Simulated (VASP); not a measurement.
Wanted: the native input for a VASP 6.6.1 run.

```
Task                   : single point
Functional             : r2SCAN
Potentials or basis    : VASP PAW PBE potentials, release 64 (F_h, H_h)
Cutoff                 : 1110 eV
k mesh                 : 1 × 1 × 1
Occupations            : fermi-dirac, width 0.05 eV
Spin                   : no spin polarisation
Dipole correction      : no
Further INCAR settings : LREAL = Auto; ALGO = Normal; EDIFF = 1e-06; NBANDS = 46
```

HF:

```
F H
1.0
     6.47922    0.00000    0.00000
     0.00000    6.47922    0.00000
     0.00000    0.00000    6.47922
F H
8 8
Direct
  0.39091 0.05553 0.83719
  0.58663 0.36524 0.98972
  0.08074 0.39931 0.25127
  0.42541 0.75261 0.06326
  0.06778 0.01665 0.23591
  0.52955 0.31480 0.51224
  0.87598 0.70099 0.12593
  0.60710 0.94962 0.35651
  0.46168 0.18078 0.86800
  0.54200 0.50271 0.00740
  0.99500 0.50914 0.20310
  0.41005 0.86820 0.97006
  0.04922 0.16293 0.23964
  0.54473 0.18409 0.45236
  0.92854 0.83060 0.17559
  0.52724 0.86719 0.26572
```

The input as run:

POSCAR

```
HF
1.0
    6.4792240000      0.0000000000      0.0000000000
    0.0000000000      6.4792240000      0.0000000000
    0.0000000000      0.0000000000      6.4792240000
F H
8 8
Direct
    0.3909086485      0.0555335072      0.8371867377
    0.5866279928      0.3652352067     -0.0102790430
    0.0807431219      0.3993122108      0.2512719321
    0.4254127252      0.7526080523      0.0632554700
    0.0677761714      0.0166540583      0.2359122698
    0.5295543977      0.3147958410      0.5122401977
    0.8759776958      0.7009853449      0.1259255756
    0.6071043960      0.9496217955      0.3565110448
    0.4616803551      0.1807765710      0.8679965165
    0.5420040846      0.5027083750      0.0074003577
   -0.0050014807      0.5091354036      0.2030965828
    0.4100513510      0.8681974152     -0.0299420997
    0.0492173769      0.1629336433      0.2396390669
    0.5447294957      0.1840914810      0.4523611977
    0.9285413957      0.8305994740      0.1755919945
    0.5272369725      0.8671928203      0.2657245989
```

INCAR.step1

```
PREC = Accurate ; ENCUT = 1110
ISMEAR = -1 ; SIGMA = 0.05
LREAL = Auto ; LASPH = True
NELM = 120 ; NBANDS = 46
GGA = PE ; ALGO = Normal
EDIFF = 1E-5 ; LWAVE = True
LCHARG = False ; GGA_COMPAT = False
```

INCAR.step2

```
PREC = Accurate ; ENCUT = 1110
EDIFF = 1E-6 ; ISMEAR = -1
SIGMA = 0.05 ; LREAL = Auto
LASPH = True ; NELM = 120
ALGO = Normal ; ISIF = 2
LWAVE = False ; LCHARG = False
METAGGA = R2SCAN ; LMIXTAU = True
NBANDS = 46 ; ISTART = 1
GGA_COMPAT = False
```

KPOINTS

```
Automatic mesh
0
Gamma
  1 1 1
```

Potentials or basis: VASP PAW PBE potentials, release 64 (F_h, H_h).

Launch:

```sh
$ cat potpaw_PBE.64/F_h/POTCAR potpaw_PBE.64/H_h/POTCAR > POTCAR
$ cp INCAR.step1 INCAR
$ mpirun -np 1 vasp_gam > vasp.out
$ cp INCAR.step2 INCAR
$ mpirun -np 1 vasp_gam > vasp.out
```

Results of the run:

The pressure is -0.7 GPa and the largest force is 0.217 eV/Å.

Caveat: the k points lie up to 0.97 Å⁻¹ apart, too coarse for converged energies, forces and pressures; the PAW data sets were made with another functional, which shifts forces and pressure a little.

Wall time 2.2 min on 1 thread of Intel(R) Xeon(R) 6975P-C (Granite Rapids) (shared host), peak memory 0.74 GiB.
